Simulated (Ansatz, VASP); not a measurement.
## TiMoS4: VASP beside Ansatz

```
Ti Mo S
1.0
     0.00000    3.57877    3.57877
     3.57877    0.00000    3.57877
     3.57877    3.57877    0.00000
Ti Mo S
1 1 4
Direct
  0.75000 0.75000 0.75000
  0.00000 0.00000 0.00000
  0.37526 0.37526 0.87422
  0.87422 0.37526 0.37526
  0.37526 0.37526 0.37526
  0.37526 0.87422 0.37526
```

Change from the starting cell: species swapped into the TmInCu4 type (F-43m, No. 216).

Alike in both runs: functional PBE; k mesh 4 × 4 × 4; occupations gaussian, width 0.1 eV; collinear spin.

Ansatz relaxed the structure, and its values are those at the end. VASP's run is a single point on that final structure, the one shown.

|  | VASP | Ansatz |
| --- | --- | --- |
| version | VASP 6.6.1 | Ansatz 0.2.0 |
| potentials or method | VASP PAW PBE potentials, release 64 (Ti_sv, Mo_sv, S), cutoff 520 eV | scalar-relativistic, plane waves, PAW |
| valence electrons in the cell | 50 | 50 |

```csv
,VASP,Ansatz,Ansatz less VASP
gap on the k mesh at the Fermi level (eV),none,none,-
pressure (GPa),-0.1,-0.1,+0.01
rms of the force components (eV/Å),0.005,0.005,-0.0003
net moment per atom (μB),0.12,0.12,-0.004
size of the moment on the site where the two differ most (μB),0.02,0.03,+0.009
```

Site moments also hang on the region over which each program counts them. A gap of «none» marks a metal or a gap that the smearing closes. Ansatz's warnings: seeded moment not kept.

The k mesh is coarse, so the values compare programs but aren't converged.
